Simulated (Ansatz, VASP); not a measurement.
## One calculation of W, two programs

INCAR

```
SYSTEM = W
PREC = Accurate
ENCUT = 500
EDIFF = 1E-6
ISMEAR = 0
SIGMA = 0.15
LREAL = .FALSE.
LASPH = .TRUE.
NELM = 120
ALGO = Normal
ISIF = 2
LWAVE = .FALSE.
LCHARG = .FALSE.
GGA = PE
NBANDS = 13
GGA_COMPAT = .FALSE.
```

KPOINTS

```
Automatic mesh
0
G
  26 26 26
  0 0 0
```

The input POSCAR:

```
W
1.0
   -1.5917793224      1.7111627716      1.5917793224
    1.5917793224     -1.7111627716      1.5917793224
    1.5917793224      1.7111627716     -1.5917793224
W
1
Direct
    0.0000000000      0.0000000000      0.0000000000
```

Input for Ansatz:

```yaml
crystal:
  lattice:
    - [-1.5917793224, 1.7111627716, 1.5917793224]
    - [1.5917793224, -1.7111627716, 1.5917793224]
    - [1.5917793224, 1.7111627716, -1.5917793224]
  atoms:
    - { symbol: W, position: [0.0, 0.0, 0.0] }
basis:
  ecutwfc: 420
kpoints:
  mp_grid: { grid: [26, 26, 26] }
hamiltonian:
  xc: pbe
scf:
  occupations: { method: gaussian, width: 0.15 }
output:
  forces: true
  stress: true
  eigenvalues: true
```

Change from the starting cell: strain +0.0750 x Voigt [0, 1, 0, 0, 0, 0], atoms carried along.

Alike in both runs: task single point; functional PBE; k mesh 26 × 26 × 26; occupations gaussian, width 0.15 eV; no spin polarisation.

```csv
,VASP,Ansatz
version,VASP 6.6.1,Ansatz 0.2.0
potentials or method,"VASP PAW PBE potentials, release 64 (W_sv), cutoff 500 eV","scalar-relativistic, plane waves, PAW"
valence electrons in the cell,14,14
```

```csv
,VASP,Ansatz,Ansatz less VASP
gap on the k mesh at the Fermi level (eV),none,none,-
pressure (GPa),-17.9,-18.1,-0.26
"traceless stress, the component that is largest in VASP (GPa)",-11.29,-11.32,-0.022
```

A gap of «none» marks a metal or a gap that the smearing closes.

Spin-orbit coupling is off throughout.
